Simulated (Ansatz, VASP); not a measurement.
## Ta in VASP and in Ansatz

```
Ta
1.0
    -1.70362    1.70362    1.51163
     1.70362   -1.70362    1.51163
     1.70362    1.70362   -1.51163
Ta
1
Direct
  0.00000 0.00000 0.00000
```

Alike in both runs: task single point; functional PBE; k mesh 20 × 20 × 20; occupations gaussian, width 0.15 eV; no spin polarisation.

|  | VASP | Ansatz |
| --- | --- | --- |
| version | VASP 6.6.1 | Ansatz 0.2.0 |
| potentials or method | VASP PAW PBE potentials, release 64 (Ta_pv), cutoff 520 eV | scalar-relativistic, plane waves, PAW |
| valence electrons in the cell | 11 | 13 |

Ansatz gave:

```
gap on the k mesh at the Fermi level (eV)                     : none
pressure (GPa)                                                : 10.0
traceless stress, the component that is largest in VASP (GPa) : 6.50
```

Problem. Which values does VASP return?

Solution. gap on the k mesh at the Fermi level (eV): none; pressure (GPa): 10.2; traceless stress, the component that is largest in VASP (GPa): 6.50.

A gap of «none» marks a metal or a gap that the smearing closes. VASP's potentials hold 11 valence electrons a cell and Ansatz's 13, so a difference there can come from the potentials and not from the codes.

Neither program's run includes spin-orbit coupling.
